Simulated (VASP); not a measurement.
A run of VASP 6.6.1 is set up as follows.

Contents of INCAR:

```
  ALGO = Normal
  EDIFF = 1E-7
  ENCUT = 520
  ISIF = 2
  ISMEAR = 0
  LASPH = True
  LCHARG = True
  LELF = True
  LREAL = False
  LVHAR = True
  LWAVE = False
  NBANDS = 29
  NELM = 60
  PREC = Accurate
  SIGMA = 0.02
```

KPOINTS

```
k-points
0
Gamma
  6 6 6
```

POSCAR

```
CsCdCl3
1.0
    5.1121726469      0.0000000000      0.0000000000
    0.0000000000      5.1121726469      0.0000000000
    0.0000000000      0.0000000000      5.3166595528
Cs Cd Cl
1 1 3
Direct
    0.0000000000      0.0000000000      0.0000000000
    0.5000000000      0.5000000000      0.5000000000
    0.0000000000      0.5000000000      0.5000000000
    0.5000000000      0.0000000000      0.5000000000
    0.5000000000      0.5000000000      0.0000000000
```

Potentials or basis: VASP PAW LDA potentials, release 64 (Cs_sv, Cd, Cl).

Run with:

```console
$ cat potpaw_LDA.64/Cs_sv/POTCAR potpaw_LDA.64/Cd/POTCAR potpaw_LDA.64/Cl/POTCAR > POTCAR
$ mpirun -np 1 vasp_std > vasp.out
```

(1) Estimate the band gap on the k mesh.

(2) Estimate the pressure.

Results:

(1) 1.48 eV (least direct gap 2.17 eV).

(2) -1.2 GPa.

Caveat: spin-orbit coupling is left out, which moves the levels of the heavy elements.
